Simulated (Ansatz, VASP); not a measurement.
Two plane-wave programs on PtS2

```
CELL_PARAMETERS angstrom
1.76444 1.01870 5.52305
-1.76444 1.01870 5.52305
0.00000 -2.03740 5.52305
ATOMIC_POSITIONS crystal
Pt 0.00000 0.00000 0.00000
S 0.25830 0.25830 0.25830
S 0.74170 0.74170 0.74170
```

Alike in both runs: task single point; functional r2SCAN; k mesh 8 × 8 × 8; no spin polarisation.

|  | VASP | Ansatz |
| --- | --- | --- |
| version | VASP 6.6.1 | Ansatz 0.2.0 |
| potentials or method | VASP PAW PBE potentials, release 64 (Pt, S) | plane waves, PAW |
| plane-wave cutoff (eV) | 520 | 500 |
| occupations | gaussian, width 0.01 eV | fixed |
| valence electrons in the cell | 22 | 30 |

```tsv
	VASP	Ansatz	Ansatz less VASP
gap on the k mesh at the Fermi level (eV)	1.21	1.22	+0.007
pressure (GPa)	1.1	1.2	+0.06
traceless stress, the component that is largest in VASP (GPa)	-0.07	-0.05	+0.020
rms of the force components (eV/Å)	0.022	0.020	-0.0021
```

VASP's potentials were made for PBE, not for r2SCAN. Atom by atom the forces differ by 0.002 eV/Å (rms over components). VASP's potentials hold 22 valence electrons a cell and Ansatz's 30, so a difference there can come from the potentials and not from the codes.

Spin-orbit coupling is off throughout.
